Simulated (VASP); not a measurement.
Set up this calculation in VASP 6.6.1, as the native input.

```
Task                   : single point
Functional             : PBE
Potentials or basis    : VASP PAW PBE potentials, release 64 (Ti_sv, Ge_d, Mo_sv)
Cutoff                 : 520 eV
k mesh                 : 12 × 12 × 6
Occupations            : gaussian, width 0.1 eV
Spin                   : no spin polarisation
Dipole correction      : no
Further INCAR settings : ALGO = Normal; EDIFF = 1e-06; NBANDS = 50
```

The structure of TiGe4Mo lies in POSCAR:

```
TiGe4Mo
1.0
    3.3049298411      0.0000000000      0.0000000000
    0.0000000000      3.3049298411      0.0000000000
    0.0000000000      0.0000000000      8.4116603226
Ti Ge Mo
1 4 1
Direct
    0.5000000000      0.5000000000      0.5000000000
    0.0000000000      0.0000000000      0.6664108352
    0.5000000000      0.5000000000      0.1609590740
    0.0000000000      0.0000000000      0.3335891648
    0.5000000000      0.5000000000      0.8390409260
    0.0000000000      0.0000000000      0.0000000000
```

This cell differs from its parent crystal: volume scaled by 0.97, then relaxed in part.

The input as run:

INCAR

```
ALGO = Normal
EDIFF = 1E-6
ENCUT = 520
GGA = PE
ISIF = 2
ISMEAR = 0
LASPH = True
LCHARG = False
LREAL = False
LWAVE = False
NBANDS = 50
NELM = 80
PREC = Accurate
SIGMA = 0.1
```

KPOINTS

```
k-points
0
Gamma
  12 12 6
```

Potentials or basis: VASP PAW PBE potentials, release 64 (Ti_sv, Ge_d, Mo_sv).

Command:

```console
$ cat potpaw_PBE.64/Ti_sv/POTCAR potpaw_PBE.64/Ge_d/POTCAR potpaw_PBE.64/Mo_sv/POTCAR > POTCAR
$ mpirun -np 1 vasp_std > vasp.out
```

Results of the run:

```
Pressure               : 4.6 GPa
Largest force          : 0.011 eV/Å
Band gap on the k mesh : zero (band 41 reaches 10.14 eV, above the bottom of band 42 at 8.33 eV)
```

Wall time 13 min on 1 thread of Oxide Virtual Turin-like Processor, with other jobs on the host, peak memory 0.5 GiB.
